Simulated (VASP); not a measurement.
Set up this calculation in VASP 6.6.1, as the native input.

```
Task                   : single point
Functional             : LDA
Potentials or basis    : VASP PAW LDA potentials, release 64 (Re)
Cutoff                 : 520 eV
k mesh                 : 9 × 9 × 4
Occupations            : gaussian, width 0.1 eV
Spin                   : no spin polarisation
Dipole correction      : no
Further INCAR settings : ALGO = Normal; EDIFF = 1e-07; NBANDS = 14
```

The structure of Re lies in POSCAR:

```
Re
1.0
    2.7375470682      0.0000000000      0.0000000000
   -1.3687735341      2.3707853051      0.0000000000
    0.0000000000      0.0000000000      4.4148487910
Re
2
Direct
    0.3333333333      0.6666666667      0.2500000000
    0.6666666667      0.3333333333      0.7500000000
```

These files were run (other wordings do the same):

INCAR

```
SYSTEM = Re
  PREC = Accurate
  ENCUT = 520
  EDIFF = 1E-7
  ISMEAR = 0
  SIGMA = 0.1
  LREAL = .False.
  LASPH = .True.
  NELM = 80
  ALGO = Normal
  ISIF = 2
  LWAVE = .False.
  LCHARG = .False.
  GGA = CA
  NBANDS = 14
```

KPOINTS

```
Automatic mesh
0
Gamma
  9 9 4
  0 0 0
```

Potentials or basis: VASP PAW LDA potentials, release 64 (Re).

Launch:

```bash
$ cat potpaw_LDA.64/Re/POTCAR > POTCAR
$ mpirun -np 1 vasp_std > vasp.out
```

Results of the run:

The pressure is 1.7 GPa. The band gap on the k mesh is zero (band 7 reaches 9.39 eV, above the bottom of band 8 at 6.37 eV).

Caveat: spin-orbit coupling is left out, which moves the levels of the heavy elements.

Run time: 17 s on 1 thread of Intel(R) Xeon(R) Platinum 8259CL CPU @ 2.50GHz (Skylake/Cascade Lake), on a shared host, peak memory 0.13 GiB.
